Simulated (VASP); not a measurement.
Runs of VASP 6.6.1 on NaAl2Rh3. The structure is that of space group P6/mmm (No. 191), or close to it. The cells are those of the table. The cell was built from a structure type or drawn by symmetry, and may not be a known phase.

```csv
task,spin,cell,k mesh,cutoff (eV),gap on the mesh (eV),pressure (GPa)
single point,off,"a = 5.570, b = 5.570, c = 3.841 Å, angles 90.0, 90.0, 120.0°, 6 atoms",12 × 12 × 10,500,none,(a)
relaxation of cell and atoms,off,"relaxed from a = 5.066, b = 5.066, c = 4.092 Å, angles 90.0, 90.0, 120.0°, 6 atoms",6 × 6 × 4,500,none,0.0
single point,off,"a = 5.549, b = 5.549, c = 3.871 Å, angles 90.0, 90.0, 120.0°, 6 atoms",6 × 6 × 4,500,none,-0.1
single point,"collinear, ferromagnetic start","a = 5.549, b = 5.549, c = 3.871 Å, angles 90.0, 90.0, 120.0°, 6 atoms",6 × 6 × 4,500,none,-0.1
single point,off,"a = 5.066, b = 5.066, c = 4.092 Å, angles 90.0, 90.0, 120.0°, 6 atoms",6 × 6 × 4,520,none,18.6
```

Alike in all rows: level PBE; potentials or basis VASP PAW PBE potentials, release 64 (Na_pv, Al, Rh_pv); smearing gaussian 0.1 eV.

Question: Estimate the missing entries.

Answer: (a) 0.1.

Caveats: some runs use coarse meshes.

A k mesh can miss the band edges, and the runs leave out spin-orbit coupling on Rh.

A gap of «none» marks levels without a gap at the run's occupations.
